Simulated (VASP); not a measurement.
Here is a VASP 6.6.1 calculation.

File INCAR:

```
PREC = Accurate ; ENCUT = 520
EDIFF = 1E-6 ; ISMEAR = -1
SIGMA = 0.05 ; LREAL = False
LASPH = True ; NELM = 150
ALGO = Fast ; ISIF = 2
LWAVE = False ; LCHARG = False
ISPIN = 2 ; MAGMOM = 2 1
LORBIT = 11 ; LMAXMIX = 4
GGA = CA ; NBANDS = 22
```

Contents of KPOINTS:

```
Automatic mesh
0
Gamma
  9 9 9
```

File POSCAR:

```
TiCo
1.0
    3.0254064304      0.0000000000      0.0000000000
    0.0000000000      3.0254064304      0.0000000000
    0.0000000000      0.0000000000      3.0254064304
Co Ti
1 1
Direct
    0.5000000000      0.5000000000      0.5000000000
    0.0000000000      0.0000000000      0.0000000000
```

Potentials or basis: VASP PAW LDA potentials, release 64 (Co, Ti_sv).

The run is started by

```sh
$ cat potpaw_LDA.64/Co/POTCAR potpaw_LDA.64/Ti_sv/POTCAR > POTCAR
$ mpirun -np 1 vasp_std > vasp.out
```

Task: What does it give for the site moments?

Result: Co +0.51; Ti -0.02 μB.

Task: Predict the pressure.

Result: -19.9 GPa.
